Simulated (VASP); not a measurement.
Input of a VASP 6.6.1 run:

INCAR

```
SYSTEM = Si8N
ALGO = Normal ; DIPOL = 0.5 0.5 0.331
EDIFF = 1E-6 ; ENCUT = 520
GGA = PE ; GGA_COMPAT = .False.
IDIPOL = 3 ; ISIF = 2
ISMEAR = 0 ; ISPIN = 2
LASPH = .True. ; LCHARG = .False.
LDIPOL = .True. ; LORBIT = 11
LREAL = .False. ; LWAVE = .False.
MAGMOM = 0 0 0 0 0 0 0 0 3 ; NBANDS = 32
NELM = 200 ; NELMDL = -8
PREC = Accurate ; SIGMA = 0.05
```

KPOINTS

```
k-points
0
Gamma
  7 4 1
  0 0 0
```

Contents of POSCAR:

```
Si8N
1.0
    3.8510822285      0.0000000000      0.0000000000
    0.0000000000      6.3646810443      0.0000000000
    0.0000000000      0.0000000000     19.7525435318
Si N
8 1
Direct
    0.0000000000      0.9370679282      0.2025055656
    0.0000000000      0.5629320718      0.2025055656
    0.5000000000      0.4370679282      0.2587875163
    0.5000000000      0.0629320718      0.2587875163
    0.5000000000      0.9333044702      0.3720589482
    0.5000000000      0.5666955298      0.3720589482
    0.0000000000      0.4259907587      0.4177964989
    0.0000000000      0.0740092413      0.4177964989
    0.1666666667      0.9259907587      0.4762660580
```

Potentials or basis: VASP PAW PBE potentials, release 64 (Si, N).

Launch:

```sh
$ cat potpaw_PBE.64/Si/POTCAR potpaw_PBE.64/N/POTCAR > POTCAR
$ mpirun -np 1 vasp_std > vasp.out
```

Question: Estimate the largest force.

Answer: 2.424 eV/Å.

Question: Estimate the net moment.

Answer: 0.35 μB per cell.

Forces on the atoms (eV/Å):
```
Si  -0.169 -0.530  0.549
Si  -0.021  0.490  0.530
Si   0.052 -0.067 -0.671
Si  -0.091  0.095 -0.669
Si  -0.064 -0.673  0.485
Si  -0.044  0.100 -0.072
Si   0.088  1.313  0.055
Si  -1.731  0.669 -0.240
N    1.981 -1.397  0.033
```
